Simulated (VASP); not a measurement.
Crystal: BeRe2O3.

```
Be Re O
1.0
     4.78840    0.00000    0.00000
    -2.39420    4.14687    0.00000
     0.00000    0.00000    2.91574
Be Re O
1 2 3
Direct
  0.00000 0.00000 0.00000
  0.33333 0.66667 0.00000
  0.66667 0.33333 0.00000
  0.50000 0.00000 0.50000
  0.50000 0.50000 0.50000
  0.00000 0.50000 0.50000
```

* Program: VASP 6.6.1
* Task: relaxation of cell and atoms
* Functional: PBE
* Potentials or basis: VASP PAW PBE potentials, release 64 (Be, Re, O)
* Cutoff: 600 eV
* k mesh: 6 × 6 × 6
* Occupations: gaussian, width 0.1 eV
* Spin: no spin polarisation

At the start: pressure 54.4 GPa; volume 9.65 Å³/atom.

Task: How do energy, volume and symmetry change on relaxing?

Result: Over 9 steps the energy falls by 471.6 meV/atom and the volume is 10.73 Å³/atom (+11.2 %); space group P6/mmm (No. 191, to 0.1 Å) before and after.

The path:
| step | energy change (eV) | largest force (eV/Å) | pressure (GPa) | volume (Å³) |
| --- | --- | --- | --- | --- |
| 1 | 0.0000 | 0.0000 | 54.40 | 57.90 |
| 2 | 1.7449 | 0.0000 | -40.38 | 88.41 |
| 3 | -2.4822 | 0.0000 | -12.95 | 69.42 |
| 4 | -2.5082 | 0.0000 | -9.60 | 68.45 |
| 5 | -2.5097 | 0.0000 | -8.81 | 68.23 |
| 6 | -2.7692 | 0.0000 | -1.13 | 64.38 |
| 7 | -2.8147 | 0.0000 | -3.98 | 65.41 |
| 8 | -2.8075 | 0.0000 | 5.27 | 63.22 |
| 9 | -2.8297 | 0.0000 | 0.01 | 64.41 |

Final structure:
```xyz
6
Lattice="4.7228 0.0000 0.0000 -2.3614 4.0901 0.0000 0.0000 0.0000 3.3343" Properties=species:S:1:pos:R:3 pbc="T T T"
Be    0.0000    0.0000    0.0000
Re    0.0000    2.7267    0.0000
Re    2.3614    1.3634    0.0000
O     2.3614    0.0000    1.6672
O     1.1807    2.0450    1.6672
O    -1.1807    2.0450    1.6672
```
